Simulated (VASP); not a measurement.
# Ti3O (P6_3/mcm) in VASP: a series of runs, part 2 of 2

VASP 6.6.1. The steps go on from the part before.

**3. Single point, PBEsol (strain -0.1125 x Voigt [1, 1, 0, 0, 0, 0])**

INCAR

```
PREC = Accurate
ENCUT = 520
EDIFF = 1E-7
ISMEAR = 0
SIGMA = 0.15
LREAL = F
LASPH = T
NELM = 100
ALGO = Normal
ISIF = 2
LWAVE = F
LCHARG = F
GGA = PS
NBANDS = 52
```

KPOINTS

```
regular mesh
0
Gamma
  12 12 8
```

POSCAR

```
Ti3O
1.0
    4.4956264032      0.0000000000      0.0000000000
   -2.2478132016      3.8933266711      0.0000000000
    0.0000000000      0.0000000000      4.8458180485
Ti O
6 2
Direct
    0.0000000000      0.6708131061      0.7500000000
    0.0000000000      0.3291868939      0.2500000000
    0.6708131061      0.0000000000      0.7500000000
    0.6708131061      0.6708131061      0.2500000000
    0.3291868939      0.3291868939      0.7500000000
    0.3291868939      0.0000000000      0.2500000000
    0.0000000000      0.0000000000      0.5000000000
    0.0000000000      0.0000000000      0.0000000000
```

Potentials or basis: VASP PAW PBE potentials, release 64 (Ti_sv, O).

The run is started by

```
cat potpaw_PBE.64/Ti_sv/POTCAR potpaw_PBE.64/O/POTCAR > POTCAR
mpirun -np 1 vasp_std > vasp.out
```

OUTCAR:

```text
PREC = Accurate
   ENCUT = 520
   EDIFF = 1E-7
   ISMEAR = 0
   LREAL = F
   LASPH = T
   NELM = 100
   ISIF = 2
   GGA = PS

 ion  position               nearest neighbor table
   1  0.000  0.671  0.750-   7 1.91   8 1.91   3 2.56   5 2.56   3 2.61   5 2.61   5 2.61   3 2.61
                             4 2.84   4 2.84   6 2.84   6 2.84   2 2.87   2 2.87
   2  0.000  0.329  0.250-   7 1.91   8 1.91   6 2.56   4 2.56   6 2.61   4 2.61   4 2.61   6 2.61
                             5 2.84   5 2.84   3 2.84   3 2.84   1 2.87   1 2.87
   3  0.671  0.000  0.750-   7 1.91   8 1.91   5 2.56   1 2.56   5 2.61   1 2.61   5 2.61   1 2.61
                             2 2.84   4 2.84   4 2.84   2 2.84   6 2.87   6 2.87
   4  0.671  0.671  0.250-   7 1.91   8 1.91   6 2.56   2 2.56   6 2.61   2 2.61   2 2.61   6 2.61
                             1 2.84   1 2.84   3 2.84   3 2.84   5 2.87   5 2.87
   5  0.329  0.329  0.750-   7 1.91   8 1.91   3 2.56   1 2.56   3 2.61   1 2.61   1 2.61   3 2.61
                             2 2.84   2 2.84   6 2.84   6 2.84   4 2.87   4 2.87
   6  0.329  0.000  0.250-   7 1.91   8 1.91   2 2.56   4 2.56   4 2.61   2 2.61   2 2.61   4 2.61
                             1 2.84   5 2.84   1 2.84   5 2.84   3 2.87   3 2.87
   7  0.000  0.000  0.500-   3 1.91   6 1.91   1 1.91   4 1.91   5 1.91   2 1.91
   8  0.000  0.000  0.000-   3 1.91   6 1.91   1 1.91   4 1.91   5 1.91   2 1.91

  LATTYP: Found a hexagonal cell.
 ALAT       =     4.4956264032
 C/A-ratio  =     1.0778960736

  Lattice vectors:

 A1 = (   4.4956264032,   0.0000000000,   0.0000000000)
 A2 = (  -2.2478132016,   3.8933266711,   0.0000000000)
 A3 = (   0.0000000000,   0.0000000000,   4.8458180485)

Analysis of symmetry for initial positions (statically):
=====================================================================
 Subroutine PRICEL returns:
 Original cell was already a primitive cell.

 Routine SETGRP: Setting up the symmetry group for a
 hexagonal supercell.

 Subroutine GETGRP returns: Found 24 space group operations
 (whereof 12 operations were pure point group operations)
 out of a pool of 24 trial point group operations.

The static configuration has the point symmetry D_3d.
 The point group associated with its full space group is D_6h.

Analysis of symmetry for dynamics (positions and initial velocities):
=====================================================================
 Subroutine PRICEL returns:
 Original cell was already a primitive cell.

 Routine SETGRP: Setting up the symmetry group for a
 hexagonal supercell.

 Subroutine GETGRP returns: Found 24 space group operations
 (whereof 12 operations were pure point group operations)
 out of a pool of 24 trial point group operations.

The dynamic configuration has the point symmetry D_3d.
 The point group associated with its full space group is D_6h.

 Subroutine INISYM returns: Found 24 space group operations
 (whereof 12 operations are pure point group operations),
 and found     1 'primitive' translations

----------------------------------------------------------------------------------------

                                     Primitive cell

  volume of cell :      84.8161

  direct lattice vectors                    reciprocal lattice vectors
     4.495626403  0.000000000  0.000000000     0.222438412  0.128424877  0.000000000
    -2.247813202  3.893326671  0.000000000     0.000000000  0.256849755  0.000000000
     0.000000000  0.000000000  4.845818048     0.000000000  0.000000000  0.206363506

[... 57 lines left out ...]
  0.416667 -0.000000  0.000000      6.000000
[... 16 lines left out ...]
  0.250000  0.000000  0.125000     12.000000
  0.333333 -0.000000  0.125000     12.000000
 [... further k-points ...]
   k-points           NKPTS =     95   k-points in BZ     NKDIM =     95   number of bands    NBANDS=     52
   number of dos      NEDOS =    301   number of ions     NIONS =      8
   total plane-waves  NPLWV =  46656
   dimension x,y,z NGX =    36 NGY =   36 NGZ =   36
   dimension x,y,z NGXF=    72 NGYF=   72 NGZF=   72
   ions per type =               6   2
   NGX,Y,Z   is equivalent  to a cutoff of  13.31, 13.31, 12.35 a.u.
   NGXF,Y,Z  is equivalent  to a cutoff of  26.63, 26.63, 24.70 a.u.
 SYSTEM =  unknown system
   PREC   = accura    normal or accurate (medium, high low for compatibility)
   ISTART =      0    job   : 0-new  1-cont  2-samecut
   ICHARG =      2    charge: 1-file 2-atom 10-const
   ISPIN  =      1    spin polarized calculation?
   LNONCOLLINEAR =      F non collinear calculations
   LSORBIT =      F    spin-orbit coupling
   LASPH  =      T    aspherical Exc in radial PAW
   ENCUT  =  520.0 eV  38.22 Ry    6.18 a.u.   8.36  8.36  9.01*2*pi/ulx,y,z
   NELM   =    100;   NELMIN=  2; NELMDL= -5     # of ELM steps
   EDIFF  = 0.1E-06   stopping-criterion for ELM
   LREAL  =      F    real-space projection
   EDIFFG = 0.1E-05   stopping-criterion for IOM
   NSW    =      0    number of steps for IOM
   IBRION =     -1    ionic relax: 0-MD 1-quasi-New 2-CG
   NFREE  =      0    steps in history (QN), initial steepest desc. (CG)
   ISIF   =      2    stress and relaxation
   ISYM   =      2    0-nonsym 1-usesym 2-fastsym
   POTIM  = 0.5000    time-step for ionic-motion
   TEBEG  =    0.0;   TEEND  =   0.0 temperature during run
   PSTRESS=    0.0 pullay stress
   NELECT =      84.0000    total number of electrons
   NUPDOWN=      -1.0000    fix difference up-down
   EMIN   =  10.00;   EMAX   =-10.00  energy-range for DOS
   EFERMI =   0.00;   METHOD = LEGACY
   ISMEAR =     0;   SIGMA  =   0.15  broadening in eV -4-tet -1-fermi 0-gaus
   EFERMI_NEDOS =   21; number of points for ismear=-14 and -15
   IALGO  =     38    algorithm
   IMIX   =      4    mixing-type and parameters
     AMIX     =   0.40;   BMIX     =  1.00
     AMIX_MAG =   1.60;   BMIX_MAG =  1.00
  volume/ion in A,a.u.               =      10.60        71.55
  Fermi-wavevector in a.u.,A,eV,Ry     =   1.631831  3.083714 36.230583  2.662873
  Thomas-Fermi vector in A             =   2.723902
   LORBIT       =      0    0 simple, 1 ext, 2 COOP (PROOUT), +10 PAW based schemes
   GGA     = PS    functional components
   LHFCALC =     F    Hartree Fock is set to
   AEXX    =    0.0000 exact exchange contribution
   IVDW    =     0    specifies the selected vdW correction
   LEPSILON=     F    determine dielectric tensor
   LRPA    =     F    only Hartree local field effects (RPA)
 non-spin polarized calculation
 Gauss-broadening in eV      SIGMA  =   0.15
  energy-cutoff  :      520.00
  volume of cell :       84.82
 maximum number of plane-waves:      2322
 NGX is ok and might be reduce to    36
   NGX = 17   NGY = 17   NGZ = 19

 number of electron      84.0000011 magnetization

 Free energy of the ion-electron system (eV)
  ---------------------------------------------------
  ext. energy  EPLUGINS =         0.00000000
  ---------------------------------------------------
  free energy    TOTEN  =       -67.24852868 eV

  energy without entropy =      -67.21325753  energy(sigma->0) =      -67.23089311

 E-fermi :  12.0402     XC(G=0): -13.4363

 val. band max:       12.0359323561   @ k =   0.0833  -0.0000   0.2500
 cond. band min:      12.0468497217   @ k =   0.0833   0.0833   0.1250
 fundamental gap:      0.0109173656
 Fermi energy:        12.0402047053

 k-point     1 :       0.0000    0.0000    0.0000
  band No.  band energies     occupation
      1     -44.3422      2.00000
      2     -44.1460      2.00000
      3     -43.8854      2.00000
      4     -43.8854      2.00000
      5     -43.8669      2.00000
      6     -43.8669      2.00000
[... 1309 lines left out ...]
     51      14.4844      0.00000
     52      15.1451      0.00000

 [... further k-points ...]
[... 5 lines left out ...]
  --------------------------------------------------------------------------------------
  -------------------------------------------------------------------------------------
  Total       37.7621750     37.7621750     28.2692547      0.0000000      0.0000000     -0.0000000
  in kB      713.3282462    713.3282462    534.0067905      0.0000000      0.0000000     -0.0000000
  external PRESSURE =     653.5544277 kB  Pullay stress =       0.0000000 kB

 VOLUME and BASIS-vectors are now :
 -----------------------------------------------------------------------------
  energy-cutoff  :      520.00
  volume of cell :       84.82
      direct lattice vectors                 reciprocal lattice vectors
     4.495626403  0.000000000  0.000000000     0.222438412  0.128424877  0.000000000
    -2.247813202  3.893326671  0.000000000     0.000000000  0.256849755  0.000000000
     0.000000000  0.000000000  4.845818048     0.000000000  0.000000000  0.206363506

 POSITION                                       TOTAL-FORCE (eV/Angst)
 -----------------------------------------------------------------------------------
     -1.50786      2.61169      3.63436         1.393258     -2.413194      0.000000
     -0.73995      1.28163      1.21145        -1.393258      2.413194      0.000000
      3.01573      0.00000      3.63436        -2.786517      0.000000     -0.000000
      1.50786      2.61169      1.21145        -1.393258     -2.413194     -0.000000
      0.73995      1.28163      3.63436         1.393258      2.413194      0.000000
      1.47990      0.00000      1.21145         2.786517      0.000000     -0.000000
      0.00000      0.00000      2.42291        -0.000000      0.000000     -0.000000
      0.00000      0.00000      0.00000         0.000000      0.000000     -0.000000
 -----------------------------------------------------------------------------------
    total drift:                               -0.000000      0.000000     -0.000000

  FREE ENERGIE OF THE ION-ELECTRON SYSTEM (eV)
  ---------------------------------------------------
  free  energy   TOTEN  =       -67.2485286848 eV

  energy  without entropy=      -67.2132575280  energy(sigma->0) =      -67.23089311
```

It took 3.2 min on 1 thread of Intel Xeon 6975P-C (Granite Rapids), shared host; peak memory 0.41 GiB.

Results:

* Free energy: -67.2485 eV
* Pressure: 65.4 GPa
* Largest force: 2.787 eV/Å
* Band gap on the k mesh: zero (band 42 reaches 12.53 eV, above the bottom of band 43 at 11.86 eV)

Forces on the atoms (eV/Å):
```
Ti   1.393 -2.413  0.000
Ti  -1.393  2.413  0.000
Ti  -2.787  0.000  0.000
Ti  -1.393 -2.413  0.000
Ti   1.393  2.413  0.000
Ti   2.787  0.000  0.000
O    0.000  0.000  0.000
O    0.000  0.000  0.000
```

Caveat: the cell differs from its parent crystal (strain -0.1125 x Voigt [1, 1, 0, 0, 0, 0]); the PAW data sets were made with another functional, which shifts forces and pressure a little.
